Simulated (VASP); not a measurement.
# Ge (Fd-3m) in VASP: further runs

Ge is run at these levels: LDA; tasks: single point.

All numbers are computed with VASP 6.6.1; they aren't measurements. Logs are shortened: lines on timing, memory, paths and dates and some standing lists are left out, and cuts for length are marked.

### Step 1. The cell of the first run

It takes space group Fd-3m (No. 227, cubic). The conventional cell has a = 4.451 Å, b = 4.451 Å, c = 4.451 Å, α = 90.00°, β = 90.00°, γ = 90.00°. Within 2.6 Å of Ge (site symmetry -43m) lie 4 Ge at 1.93 Å.

### Step 2. Single point, LDA

Contents of INCAR:

```
SYSTEM = Ge
PREC = Accurate
ENCUT = 520
EDIFF = 1E-6
ISMEAR = -1
SIGMA = 0.1
LREAL = .FALSE.
LASPH = .TRUE.
NELM = 100
ALGO = Normal
ISIF = 2
LWAVE = .FALSE.
LCHARG = .FALSE.
NBANDS = 21
```

Contents of KPOINTS:

```
regular mesh
0
G
  14 14 14
  0 0 0
```

Contents of POSCAR:

```
Ge
1.0
    0.0000000000      2.2255402487      2.2255402487
    2.2255402487      0.0000000000      2.2255402487
    2.2255402487      2.2255402487      0.0000000000
Ge
2
Direct
   -0.1250000000     -0.1250000000     -0.1250000000
    0.1250000000      0.1250000000      0.1250000000
```

Potentials or basis: VASP PAW LDA potentials, release 64 (Ge_d).

Run with:

```
cat potpaw_LDA.64/Ge_d/POTCAR > POTCAR
mpirun -np 1 vasp_std > vasp.out
```

OUTCAR:

```text
SYSTEM = Ge
   PREC = Accurate
   ENCUT = 520
   EDIFF = 1E-6
   ISMEAR = -1
   LREAL = .FALSE.
   LASPH = .TRUE.
   NELM = 100
   ISIF = 2

 ion  position               nearest neighbor table
   1  0.875  0.875  0.875-   2 1.93   2 1.93   2 1.93   2 1.93
   2  0.125  0.125  0.125-   1 1.93   1 1.93   1 1.93   1 1.93

  LATTYP: Found a face centered cubic cell.
 ALAT       =     4.4510804974

  Lattice vectors:

 A1 = (   0.0000000000,   2.2255402487,   2.2255402487)
 A2 = (   2.2255402487,   0.0000000000,   2.2255402487)
 A3 = (   2.2255402487,   2.2255402487,   0.0000000000)

Analysis of symmetry for initial positions (statically):
=====================================================================
 Subroutine PRICEL returns:
 Original cell was already a primitive cell.

 Routine SETGRP: Setting up the symmetry group for a
 face centered cubic supercell.

 Subroutine GETGRP returns: Found 48 space group operations
 (whereof 12 operations were pure point group operations)
 out of a pool of 48 trial point group operations.

The static configuration has the point symmetry D_3d.
 The point group associated with its full space group is O_h .

Analysis of symmetry for dynamics (positions and initial velocities):
=====================================================================
 Subroutine PRICEL returns:
 Original cell was already a primitive cell.

 Routine SETGRP: Setting up the symmetry group for a
 face centered cubic supercell.

 Subroutine GETGRP returns: Found 48 space group operations
 (whereof 12 operations were pure point group operations)
 out of a pool of 48 trial point group operations.

The dynamic configuration has the point symmetry D_3d.
 The point group associated with its full space group is O_h .

 Subroutine INISYM returns: Found 48 space group operations
 (whereof 12 operations are pure point group operations),
 and found     1 'primitive' translations

----------------------------------------------------------------------------------------

                                     Primitive cell

  volume of cell :      22.0463

  direct lattice vectors                    reciprocal lattice vectors
[... 73 lines left out ...]
   dimension x,y,z NGXF=    48 NGYF=   48 NGZF=   48
   ions per type =               2
   NGX,Y,Z   is equivalent  to a cutoff of  12.68, 12.68, 12.68 a.u.
   NGXF,Y,Z  is equivalent  to a cutoff of  25.35, 25.35, 25.35 a.u.
 SYSTEM =  Ge
   PREC   = accura    normal or accurate (medium, high low for compatibility)
   ISTART =      0    job   : 0-new  1-cont  2-samecut
   ICHARG =      2    charge: 1-file 2-atom 10-const
   ISPIN  =      1    spin polarized calculation?
   LNONCOLLINEAR =      F non collinear calculations
   LSORBIT =      F    spin-orbit coupling
   LASPH  =      T    aspherical Exc in radial PAW
   ENCUT  =  520.0 eV  38.22 Ry    6.18 a.u.   5.85  5.85  5.85*2*pi/ulx,y,z
   NELM   =    100;   NELMIN=  2; NELMDL= -5     # of ELM steps
   EDIFF  = 0.1E-05   stopping-criterion for ELM
   LREAL  =      F    real-space projection
   EDIFFG = 0.1E-04   stopping-criterion for IOM
   NSW    =      0    number of steps for IOM
   IBRION =     -1    ionic relax: 0-MD 1-quasi-New 2-CG
   NFREE  =      0    steps in history (QN), initial steepest desc. (CG)
   ISIF   =      2    stress and relaxation
   ISYM   =      2    0-nonsym 1-usesym 2-fastsym
   POTIM  = 0.5000    time-step for ionic-motion
   TEBEG  =    0.0;   TEEND  =   0.0 temperature during run
   PSTRESS=    0.0 pullay stress
   NELECT =      28.0000    total number of electrons
   NUPDOWN=      -1.0000    fix difference up-down
   EMIN   =  10.00;   EMAX   =-10.00  energy-range for DOS
   EFERMI =   0.00;   METHOD = LEGACY
   ISMEAR =    -1;   SIGMA  =   0.10  broadening in eV -4-tet -1-fermi 0-gaus
   EFERMI_NEDOS =   21; number of points for ismear=-14 and -15
   IALGO  =     38    algorithm
   IMIX   =      4    mixing-type and parameters
     AMIX     =   0.40;   BMIX     =  1.00
     AMIX_MAG =   1.60;   BMIX_MAG =  1.00
  volume/ion in A,a.u.               =      11.02        74.39
  Fermi-wavevector in a.u.,A,eV,Ry     =   1.772891  3.350278 42.765054  3.143143
  Thomas-Fermi vector in A             =   2.839193
   LORBIT       =      0    0 simple, 1 ext, 2 COOP (PROOUT), +10 PAW based schemes
   GGA     = CA    functional components
   LHFCALC =     F    Hartree Fock is set to
   AEXX    =    0.0000 exact exchange contribution
   IVDW    =     0    specifies the selected vdW correction
   LEPSILON=     F    determine dielectric tensor
   LRPA    =     F    only Hartree local field effects (RPA)
 non-spin polarized calculation
  energy-cutoff  :      520.00
  volume of cell :       22.05
 maximum number of plane-waves:       609
   NGX = 11   NGY = 11   NGZ = 11

 number of electron      28.0000009 magnetization

 Free energy of the ion-electron system (eV)
  ---------------------------------------------------
  ext. energy  EPLUGINS =         0.00000000
  ---------------------------------------------------
  free energy    TOTEN  =        -1.12200145 eV

  energy without entropy =       -1.11332595  energy(sigma->0) =       -1.11766370

 E-fermi :  14.4386     XC(G=0): -14.2272

 val. band max:       14.4190749018   @ k =   0.1429   0.0714   0.0000
 cond. band min:      14.4969332637   @ k =   0.5000   0.3571   0.0000
 fundamental gap:      0.0778583619
 Fermi energy:        14.4386342925

 k-point     1 :       0.0000    0.0000    0.0000
  band No.  band energies     occupation
      1     -13.0621      2.00000
      2     -13.0621      2.00000
      3     -13.0621      2.00000
      4     -12.9524      2.00000
      5     -12.9524      2.00000
      6     -11.8454      2.00000
[... 565 lines left out ...]
     20      27.0749      0.00000
     21      28.5451      0.00000

 [... further k-points ...]
[... 5 lines left out ...]
  --------------------------------------------------------------------------------------
  -------------------------------------------------------------------------------------
  Total       34.7522739     34.7522739     34.7522739      0.0000000     -0.0000000      0.0000000
  in kB     2525.5586254   2525.5586254   2525.5586254      0.0000000     -0.0000000      0.0000000
  external PRESSURE =    2525.5586254 kB  Pullay stress =       0.0000000 kB

 VOLUME and BASIS-vectors are now :
 -----------------------------------------------------------------------------
  energy-cutoff  :      520.00
  volume of cell :       22.05
      direct lattice vectors                 reciprocal lattice vectors
     0.000000000  2.225540249  2.225540249    -0.224664551  0.224664551  0.224664551
     2.225540249  0.000000000  2.225540249     0.224664551 -0.224664551  0.224664551
     2.225540249  2.225540249  0.000000000     0.224664551  0.224664551 -0.224664551

 POSITION                                       TOTAL-FORCE (eV/Angst)
 -----------------------------------------------------------------------------------
      3.89470      3.89470      3.89470        -0.000000     -0.000000     -0.000000
      0.55639      0.55639      0.55639         0.000000      0.000000      0.000000
 -----------------------------------------------------------------------------------
    total drift:                                0.000000      0.000000      0.000000

  FREE ENERGIE OF THE ION-ELECTRON SYSTEM (eV)
  ---------------------------------------------------
  free  energy   TOTEN  =        -1.1220014535 eV

  energy  without entropy=       -1.1133259511  energy(sigma->0) =       -1.11766370
```

OSZICAR:

```text
N       E                     dE             d eps       ncg     rms          rms(c)
DAV:   1     0.167623251447E+03    0.16762E+03   -0.13129E+04  5387   0.419E+03
DAV:   2     0.160220376439E+02   -0.15160E+03   -0.14611E+03  4398   0.570E+02
DAV:   3    -0.156320972422E+01   -0.17585E+02   -0.17451E+02  4848   0.127E+02
DAV:   4    -0.194108063504E+01   -0.37787E+00   -0.37754E+00  4908   0.209E+01
DAV:   5    -0.194508622599E+01   -0.40056E-02   -0.40055E-02  4893   0.215E+00    0.818E+00
DAV:   6    -0.137370227576E+01    0.57138E+00   -0.18211E-01  5727   0.394E+00    0.468E+00
DAV:   7    -0.112339062641E+01    0.25031E+00   -0.21819E-01  5522   0.276E+00    0.352E-01
DAV:   8    -0.112211854251E+01    0.12721E-02   -0.15415E-02  5995   0.160E+00    0.142E-01
DAV:   9    -0.112200445072E+01    0.11409E-03   -0.11332E-03  5475   0.515E-01    0.634E-02
DAV:  10    -0.112200394165E+01    0.50907E-06   -0.39470E-05  5842   0.111E-01    0.109E-02
DAV:  11    -0.112200153553E+01    0.24061E-05   -0.47179E-06  4740   0.410E-02    0.449E-03
DAV:  12    -0.112200145349E+01    0.82045E-07   -0.43874E-07  3387   0.531E-03
   1 F= -.11220015E+01 E0= -.11176637E+01  d E =-.867550E-02
```

stdout:

```text
POSCAR found type information on POSCAR Ge
 POSCAR found :  1 types and       2 ions
 scaLAPACK will be used
 LDA part: xc-table for (Slater(with rela. corr.)+CA(PZ))
 , standard interpolation
 POSCAR, INCAR and KPOINTS ok, starting setup
 FFT: planning ... GRIDC
 FFT: planning ... GRID_SOFT
 FFT: planning ... GRID
 WAVECAR not read
 entering main loop
```

Wall time 84 s (1 thread of AMD EPYC 7R13, shared host); peak memory 0.12 GiB.

What came out:

```yaml
Free_energy: -1.1220 eV
Pressure: 252.6 GPa
Band_gap_on_the_k_mesh: zero (band 14 reaches 15.42 eV, above the bottom of band 15 at 13.99 eV)
```

### Step 3. Single point, LDA

Contents of INCAR:

```
  PREC = Accurate
  ENCUT = 520
  EDIFF = 1E-6
  ISMEAR = -1
  SIGMA = 0.1
  LREAL = False
  LASPH = True
  NELM = 60
  ALGO = Normal
  ISIF = 2
  LWAVE = False
  LCHARG = True
  LELF = True
  LVHAR = True
  NBANDS = 21
```

Contents of KPOINTS:

```
Automatic mesh
0
Gamma
  14 14 14
```

Contents of POSCAR:

```
Ge
1.0
    0.0000000000      2.2256485687      2.2256485687
    2.2256485687      0.0000000000      2.2256485687
    2.2256485687      2.2256485687      0.0000000000
Ge
2
Direct
   -0.1250000000     -0.1250000000     -0.1250000000
    0.1250000000      0.1250000000      0.1250000000
```

Potentials or basis: VASP PAW LDA potentials, release 64 (Ge_d).

Run with:

```
cat potpaw_LDA.64/Ge_d/POTCAR > POTCAR
mpirun -np 1 vasp_std > vasp.out
```

Wall time 85 s (1 thread of AMD EPYC 7R13, shared host); peak memory 0.12 GiB.

It converged, with:

| Quantity | Value |
| --- | --- |
| Free energy | -1.1271 eV |
| Pressure | 252.4 GPa |
| Band gap on the k mesh | zero (band 14 reaches 15.42 eV, above the bottom of band 15 at 13.99 eV) |

Levels at points of the mesh, in eV from the Fermi level:
| k point | band 10 | band 11 | band 12 | band 13 | band 14 | band 15 | band 16 | band 17 | band 18 | band 19 |
| --- | --- | --- | --- | --- | --- | --- | --- | --- | --- | --- |
| (0.00, 0.00, 0.00) | -26.00 | -20.14 | 0.98 | 0.98 | 0.98 | 3.13 | 3.13 | 3.13 | 8.04 | 8.70 |
| (0.50, 0.00, 0.00) | -25.97 | -15.27 | -12.89 | -2.16 | -2.16 | 3.97 | 4.12 | 4.12 | 6.83 | 15.95 |
| (0.50, 0.50, 0.00) | -25.89 | -12.59 | -12.59 | -6.04 | -6.04 | -0.34 | -0.34 | 17.28 | 17.28 | 18.53 |
